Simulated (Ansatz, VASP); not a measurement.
Os: VASP beside Ansatz

INCAR

```
PREC = Accurate ; ENCUT = 600
EDIFF = 1E-6 ; ISMEAR = -1
SIGMA = 0.05 ; LREAL = F
LASPH = T ; NELM = 120
ALGO = Normal ; ISIF = 2
LWAVE = F ; LCHARG = F
GGA = PE ; NBANDS = 15
GGA_COMPAT = F
```

The input KPOINTS:

```
regular mesh
0
Gamma
  15 15 9
```

File POSCAR:

```
Os
1.0
    2.7340999755      0.0000000000      0.0000000000
   -1.3670499878      2.3678000353      0.0000000000
    0.0000000000      0.0000000000      4.4492910000
Os
2
Direct
    0.3333333333      0.6666666667      0.2500000000
    0.6666666667      0.3333333333      0.7500000000
```

Input for Ansatz:

```yaml
crystal:
  lattice:
    - [2.7340999755, 0.0, 0.0]
    - [-1.3670499878, 2.3678000353, 0.0]
    - [0.0, 0.0, 4.449291]
  atoms:
    - { symbol: Os, position: [0.3333333333, 0.6666666667, 0.25] }
    - { symbol: Os, position: [0.6666666667, 0.3333333333, 0.75] }
kpoints:
  mp_grid: { grid: [15, 15, 9] }
  band_path:
    path:
      - [0.0, 0.0, 0.0]
      - [0.5, 0.0, 0.0]
      - [0.3333333333, 0.3333333333, 0.0]
      - [0.0, 0.0, 0.0]
      - [0.0, 0.0, 0.5]
      - [0.5, 0.0, 0.5]
      - [0.3333333333, 0.3333333333, 0.5]
      - [0.0, 0.0, 0.5]
      - [0.5, 0.0, 0.5]
    npoints: 5
scf:
  occupations: { method: fermi_dirac, width: 0.05 }
hamiltonian:
  xc: pbe
  pseudopotentials: { kind: all_electron, lapw: { basis_error: 0.0005 } }
output:
  forces: true
  stress: true
  eigenvalues: true
```

Change from the starting cell: zz strain of +3 %.

Alike in both runs: task single point; functional PBE; k mesh 15 × 15 × 9; occupations fermi-dirac, width 0.05 eV; no spin polarisation.

```csv
,VASP,Ansatz
version,VASP 6.6.1,Ansatz 0.2.0
potentials or method,"VASP PAW PBE potentials, release 64 (Os), cutoff 600 eV","all-electron LAPW, scalar-relativistic"
```

Ansatz gave:

| Item | Value |
| --- | --- |
| pressure (GPa) | -3.5 |
| traceless stress, the component that is largest in VASP (GPa) | -11.14 |

**Question.** Which values does VASP return?

**Answer.** Pressure (GPa): -3.6; traceless stress, the component that is largest in VASP (GPa): -11.10.

Ansatz ran all-electron here, and VASP with PAW potentials.

Spin-orbit coupling is off throughout.
